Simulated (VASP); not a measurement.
A run of VASP 6.6.1 is set up as follows.

The input POSCAR:

```
BaTiO3
1.0
    2.8399483166      1.6396449251      2.3312785423
   -2.8399483166      1.6396449251      2.3312785423
    0.0000000000     -3.2792898502      2.3312785423
Ba Ti O
1 1 3
Direct
    0.0012626313      0.0012626313      0.0012626313
    0.5147192493      0.5147192493      0.5147192493
    0.4882359353      0.9786472489      0.4882359353
    0.4882359353      0.4882359353      0.9786472489
    0.9786472489      0.4882359353      0.4882359353
```

INCAR.step1

```
PREC = Accurate
ENCUT = 520
EDIFF = 1E-5
ISMEAR = 0
SIGMA = 0.01
LREAL = F
LASPH = T
NELM = 80
ALGO = Normal
ISIF = 2
LWAVE = T
NBANDS = 28
GGA = PE
```

File INCAR.step2:

```
PREC = Accurate
ENCUT = 520
EDIFF = 1E-6
ISMEAR = 0
SIGMA = 0.01
LREAL = F
LASPH = T
NELM = 80
ALGO = Normal
ISIF = 2
LWAVE = F
LCHARG = T
GGA = PE
LHFCALC = T
HFSCREEN = 0.2079
PRECFOCK = Fast
LELF = T
LVHAR = T
NBANDS = 28
ISTART = 1
```

Contents of KPOINTS:

```
Automatic mesh
0
Gamma
  4 4 4
```

Potentials or basis: VASP PAW PBE potentials, release 64 (Ba_sv, Ti_sv, O).

Command:

```console
$ cat potpaw_PBE.64/Ba_sv/POTCAR potpaw_PBE.64/Ti_sv/POTCAR potpaw_PBE.64/O/POTCAR > POTCAR
$ cp INCAR.step1 INCAR
$ mpirun -np 1 vasp_std > vasp.out
$ cp INCAR.step2 INCAR
$ mpirun -np 1 vasp_std > vasp.out
```

Problem. What does it give for the pressure?

Solution. -0.4 GPa.

Problem. Estimate the largest force.

Solution. 0.205 eV/Å.

Problem. Predict the band gap on the k mesh.

Solution. 3.91 eV (least direct gap 4.36 eV).

Forces in eV/Å, atoms in the order of the input:
```
Ba   0.000  0.000 -0.013
Ti   0.000  0.000  0.205
O    0.116 -0.067 -0.064
O    0.000  0.134 -0.064
O   -0.116 -0.067 -0.064
```

Caveat: the PAW data sets were made with another functional, which shifts forces and pressure a little; spin-orbit coupling is left out, which moves the levels of the heavy elements. A k mesh can miss the band edges.
